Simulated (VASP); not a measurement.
# KHfAs (P4/mmm) in VASP: notebook

KHfAs is run at these levels: PBE; tasks: single point, relaxation of cell and atoms.

Program: VASP 6.6.1. These are calculated values, not measurements. Logs are shortened: lines on timing, memory, paths and dates and some standing lists are left out, and cuts for length are marked.

### Step 1. The cell of the first run

Symmetry: P4/mmm, No. 123, tetragonal system. Conventional cell: a = 4.465 Å, b = 4.465 Å, c = 3.954 Å, α = 90.00°, β = 90.00°, γ = 90.00°. Within 4.2 Å of K (site symmetry 4/mmm) lie 4 As at 3.16 Å and 8 Hf at 3.73 Å and 2 K at 3.95 Å. Hf (site symmetry 4/mmm) has 2 As at 1.98 Å within 2.6 Å. Within 2.6 Å of As (site symmetry 4/mmm) lie 2 Hf at 1.98 Å.

The cell was generated, and may not be a known phase.

### Step 2. Single point, PBE

INCAR

```
ALGO = Normal
EDIFF = 1E-6
ENCUT = 520
GGA = PE
ISIF = 2
ISMEAR = 0
LASPH = True
LCHARG = False
LREAL = False
LWAVE = False
NBANDS = 19
NELM = 80
PREC = Accurate
SIGMA = 0.1
```

KPOINTS

```
k-points
0
Gamma
  4 4 4
```

POSCAR

```
KHfAs
1.0
    4.4652787500      0.0000000000      0.0000000000
    0.0000000000      4.4652787500      0.0000000000
    0.0000000000      0.0000000000      3.9537794500
K Hf As
1 1 1
Direct
    0.5000000000      0.5000000000      0.5000000000
    0.0000000000      0.0000000000      0.0000000000
    0.0000000000      0.0000000000      0.5000000000
```

Potentials or basis: VASP PAW PBE potentials, release 64 (K_sv, Hf_pv, As).

Started as:

```bash
$ cat potpaw_PBE.64/K_sv/POTCAR potpaw_PBE.64/Hf_pv/POTCAR potpaw_PBE.64/As/POTCAR > POTCAR
$ mpirun -np 1 vasp_std > vasp.out
```

OUTCAR:

```text
EDIFF = 1E-6
   ENCUT = 520
   GGA = PE
   ISIF = 2
   ISMEAR = 0
   LASPH = True
   LREAL = False
   NELM = 80
   PREC = Accurate

 ion  position               nearest neighbor table
   1  0.500  0.500  0.500-   3 3.16   3 3.16   3 3.16   3 3.16   2 3.73   2 3.73   2 3.73   2 3.73
                             2 3.73   2 3.73   2 3.73   2 3.73
   2  0.000  0.000  0.000-   3 1.98   3 1.98   1 3.73   1 3.73   1 3.73   1 3.73   1 3.73   1 3.73
                             1 3.73   1 3.73
   3  0.000  0.000  0.500-   2 1.98   2 1.98   1 3.16   1 3.16   1 3.16   1 3.16

  LATTYP: Found a simple tetragonal cell.
 ALAT       =     4.4652787500
 C/A-ratio  =     0.8854496374

  Lattice vectors:

 A1 = (   4.4652787500,   0.0000000000,   0.0000000000)
 A2 = (   0.0000000000,   4.4652787500,   0.0000000000)
 A3 = (   0.0000000000,   0.0000000000,   3.9537794500)

Analysis of symmetry for initial positions (statically):
=====================================================================
 Subroutine PRICEL returns:
 Original cell was already a primitive cell.

 Routine SETGRP: Setting up the symmetry group for a
 simple tetragonal supercell.

 Subroutine GETGRP returns: Found 16 space group operations
 (whereof 16 operations were pure point group operations)
 out of a pool of 16 trial point group operations.

The static configuration has the point symmetry D_4h.

Analysis of symmetry for dynamics (positions and initial velocities):
=====================================================================
 Subroutine PRICEL returns:
 Original cell was already a primitive cell.

 Routine SETGRP: Setting up the symmetry group for a
 simple tetragonal supercell.

 Subroutine GETGRP returns: Found 16 space group operations
 (whereof 16 operations were pure point group operations)
 out of a pool of 16 trial point group operations.

The dynamic configuration has the point symmetry D_4h.

 Subroutine INISYM returns: Found 16 space group operations
 (whereof 16 operations are pure point group operations),
 and found     1 'primitive' translations

----------------------------------------------------------------------------------------

                                     Primitive cell

  volume of cell :      78.8333

  direct lattice vectors                    reciprocal lattice vectors
     4.465278750  0.000000000  0.000000000     0.223950185  0.000000000  0.000000000
     0.000000000  4.465278750  0.000000000     0.000000000  0.223950185  0.000000000
     0.000000000  0.000000000  3.953779450     0.000000000  0.000000000  0.252922555

  length of vectors
     4.465278750  4.465278750  3.953779450     0.223950185  0.223950185  0.252922555

  position of ions in fractional coordinates (direct lattice)
     0.500000000  0.500000000  0.500000000
     0.000000000  0.000000000  0.000000000
     0.000000000  0.000000000  0.500000000

  ion indices of the primitive-cell ions
   primitive index   ion index
                 1           1
                 2           2
                 3           3

----------------------------------------------------------------------------------------

 KPOINTS: k-points

Automatic generation of k-mesh.
 Grid dimensions read from file:
 generate k-points for:    4    4    4

 Generating k-lattice:

  Cartesian coordinates                     Fractional coordinates (reciprocal lattice)
     0.055987546  0.000000000  0.000000000     0.250000000  0.000000000  0.000000000
     0.000000000  0.055987546  0.000000000     0.000000000  0.250000000  0.000000000
     0.000000000  0.000000000  0.063230639     0.000000000  0.000000000  0.250000000

  Length of vectors
     0.055987546  0.055987546  0.063230639

  Shift w.r.t. Gamma in fractional coordinates (k-lattice)
     0.000000000  0.000000000  0.000000000

 Subroutine IBZKPT returns following result:
 ===========================================

 Found     18 irreducible k-points:

 Following reciprocal coordinates:
            Coordinates               Weight
  0.000000  0.000000  0.000000      1.000000
  0.250000  0.000000  0.000000      4.000000
  0.500000  0.000000  0.000000      2.000000
  0.250000  0.250000  0.000000      4.000000
  0.500000  0.250000  0.000000      4.000000
  0.500000  0.500000  0.000000      1.000000
[... 10 lines left out ...]
  0.500000  0.250000  0.500000      4.000000
  0.500000  0.500000  0.500000      1.000000
   k-points           NKPTS =     18   k-points in BZ     NKDIM =     18   number of bands    NBANDS=     19
   number of dos      NEDOS =    301   number of ions     NIONS =      3
   total plane-waves  NPLWV =  38880
   dimension x,y,z NGX =    36 NGY =   36 NGZ =   30
   dimension x,y,z NGXF=    72 NGYF=   72 NGZF=   60
   ions per type =               1   1   1
   NGX,Y,Z   is equivalent  to a cutoff of  13.40, 13.40, 12.61 a.u.
   NGXF,Y,Z  is equivalent  to a cutoff of  26.81, 26.81, 25.23 a.u.
 SYSTEM =  unknown system
   PREC   = accura    normal or accurate (medium, high low for compatibility)
   ISTART =      0    job   : 0-new  1-cont  2-samecut
   ICHARG =      2    charge: 1-file 2-atom 10-const
   ISPIN  =      1    spin polarized calculation?
   LNONCOLLINEAR =      F non collinear calculations
   LSORBIT =      F    spin-orbit coupling
   LASPH  =      T    aspherical Exc in radial PAW
   ENCUT  =  520.0 eV  38.22 Ry    6.18 a.u.   8.30  8.30  7.35*2*pi/ulx,y,z
   NELM   =     80;   NELMIN=  2; NELMDL= -5     # of ELM steps
   EDIFF  = 0.1E-05   stopping-criterion for ELM
   LREAL  =      F    real-space projection
   EDIFFG = 0.1E-04   stopping-criterion for IOM
   NSW    =      0    number of steps for IOM
   IBRION =     -1    ionic relax: 0-MD 1-quasi-New 2-CG
   NFREE  =      0    steps in history (QN), initial steepest desc. (CG)
   ISIF   =      2    stress and relaxation
   ISYM   =      2    0-nonsym 1-usesym 2-fastsym
   POTIM  = 0.5000    time-step for ionic-motion
   TEBEG  =    0.0;   TEEND  =   0.0 temperature during run
   PSTRESS=    0.0 pullay stress
   NELECT =      24.0000    total number of electrons
   NUPDOWN=      -1.0000    fix difference up-down
   EMIN   =  10.00;   EMAX   =-10.00  energy-range for DOS
   EFERMI =   0.00;   METHOD = LEGACY
   ISMEAR =     0;   SIGMA  =   0.10  broadening in eV -4-tet -1-fermi 0-gaus
   EFERMI_NEDOS =   21; number of points for ismear=-14 and -15
   IALGO  =     38    algorithm
   IMIX   =      4    mixing-type and parameters
     AMIX     =   0.40;   BMIX     =  1.00
     AMIX_MAG =   1.60;   BMIX_MAG =  1.00
  volume/ion in A,a.u.               =      26.28       177.33
  Fermi-wavevector in a.u.,A,eV,Ry     =   1.101308  2.081170 16.502219  1.212879
  Thomas-Fermi vector in A             =   2.237733
   LORBIT       =      0    0 simple, 1 ext, 2 COOP (PROOUT), +10 PAW based schemes
   GGA     = PE    functional components
   LHFCALC =     F    Hartree Fock is set to
   AEXX    =    0.0000 exact exchange contribution
   IVDW    =     0    specifies the selected vdW correction
   LEPSILON=     F    determine dielectric tensor
   LRPA    =     F    only Hartree local field effects (RPA)
 non-spin polarized calculation
 Gauss-broadening in eV      SIGMA  =   0.10
  energy-cutoff  :      520.00
  volume of cell :       78.83
 maximum number of plane-waves:      2151
 NGX is ok and might be reduce to    36
   NGX = 17   NGY = 17   NGZ = 15

 number of electron      23.9999994 magnetization

 Free energy of the ion-electron system (eV)
  ---------------------------------------------------
  ext. energy  EPLUGINS =         0.00000000
  ---------------------------------------------------
  free energy    TOTEN  =        -7.11853355 eV

  energy without entropy =       -7.09753847  energy(sigma->0) =       -7.10803601

 E-fermi :   3.1637     XC(G=0):  -9.1509

 val. band max:        3.1465803538   @ k =   0.2500   0.0000   0.2500
 cond. band min:       3.1732616281   @ k =   0.5000   0.0000   0.0000
 fundamental gap:      0.0266812743
 Fermi energy:         3.1636662281

 k-point     1 :       0.0000    0.0000    0.0000
  band No.  band energies     occupation
      1     -28.8129      2.00000
      2     -27.7508      2.00000
      3     -27.7508      2.00000
      4     -27.2700      2.00000
      5     -10.8222      2.00000
      6     -10.8222      2.00000
[... 11 lines left out ...]
     18       8.6352      0.00000
     19      10.3384      0.00000

 k-point     2 :       0.2500    0.0000    0.0000
  band No.  band energies     occupation
      1     -28.8126      2.00000
      2     -27.7588      2.00000
      3     -27.7505      2.00000
      4     -27.2639      2.00000
      5     -11.0128      2.00000
      6     -10.8134      2.00000
[... 11 lines left out ...]
     18       8.9362      0.00000
     19      10.2560      0.00000

 k-point     3 :       0.5000    0.0000    0.0000
  band No.  band energies     occupation
      1     -28.8122      2.00000
      2     -27.7667      2.00000
      3     -27.7501      2.00000
      4     -27.2580      2.00000
      5     -11.1647      2.00000
      6     -10.8045      2.00000
[... 11 lines left out ...]
     18       8.9598      0.00000
     19      10.4948      0.00000

 k-point     4 :       0.2500    0.2500    0.0000
  band No.  band energies     occupation
      1     -28.8122      2.00000
      2     -27.7585      2.00000
      3     -27.7550      2.00000
      4     -27.2619      2.00000
      5     -11.0035      2.00000
      6     -10.8686      2.00000
[... 275 lines left out ...]
     18       8.2738      0.00000
     19       9.5094      0.00000

 k-point    17 :       0.5000    0.2500    0.5000
  band No.  band energies     occupation
      1     -28.7805      2.00000
      2     -27.7289      2.00000
      3     -27.7243      2.00000
      4     -27.2499      2.00000
      5     -10.9809      2.00000
      6     -10.9206      2.00000
[... 11 lines left out ...]
     18       9.2190      0.00000
     19       9.7836      0.00000

 k-point    18 :       0.5000    0.5000    0.5000
  band No.  band energies     occupation
      1     -28.7799      2.00000
      2     -27.7285      2.00000
      3     -27.7285      2.00000
      4     -27.2479      2.00000
      5     -10.9782      2.00000
      6     -10.8974      2.00000
[... 11 lines left out ...]
     18       9.6848      0.00000
     19       9.6848      0.00000

------------------------ aborting loop because EDIFF is reached ----------------------------------------

  FORCE on cell =-STRESS in cart. coord.  units (eV):
  Direction    XX          YY          ZZ          XY          YZ          ZX
  --------------------------------------------------------------------------------------
  -------------------------------------------------------------------------------------
  Total        2.2118207      2.2118207     71.0025077      0.0000000      0.0000000      0.0000000
  in kB       44.9521964     44.9521964   1443.0277377      0.0000000      0.0000000      0.0000000
  external PRESSURE =     510.9773769 kB  Pullay stress =       0.0000000 kB

 VOLUME and BASIS-vectors are now :
 -----------------------------------------------------------------------------
  energy-cutoff  :      520.00
  volume of cell :       78.83
      direct lattice vectors                 reciprocal lattice vectors
     4.465278750  0.000000000  0.000000000     0.223950185  0.000000000  0.000000000
     0.000000000  4.465278750  0.000000000     0.000000000  0.223950185  0.000000000
     0.000000000  0.000000000  3.953779450     0.000000000  0.000000000  0.252922555

 POSITION                                       TOTAL-FORCE (eV/Angst)
 -----------------------------------------------------------------------------------
      2.23264      2.23264      1.97689         0.000000      0.000000      0.000000
      0.00000      0.00000      0.00000         0.000000      0.000000      0.000000
      0.00000      0.00000      1.97689         0.000000      0.000000      0.000000
 -----------------------------------------------------------------------------------
    total drift:                                0.000000      0.000000      0.000000

  FREE ENERGIE OF THE ION-ELECTRON SYSTEM (eV)
  ---------------------------------------------------
  free  energy   TOTEN  =        -7.1185335474 eV

  energy  without entropy=       -7.0975384735  energy(sigma->0) =       -7.10803601
```

Run time: 18 s. Hardware: 1 thread of Intel Xeon Platinum 8488C (Sapphire Rapids), shared host; peak memory 0.2 GiB.

What came out:

```
Free energy            : -7.1185 eV
Pressure               : 51.1 GPa
Band gap on the k mesh : zero (bands 12 and 13 overlap by 0.75 eV)
```

Stress tensor (GPa, compression positive):
```
  4.50   0.00   0.00
  0.00   4.50   0.00
  0.00   0.00 144.30
```

Caveat: the k points lie up to 0.40 Å⁻¹ apart, too coarse for converged energies and pressures of a metal; spin-orbit coupling is left out, which moves the levels of the heavy elements.

[end of part 1 of 3]

The gap in the log of VASP goes by the Fermi energy; the results here count the filled bands.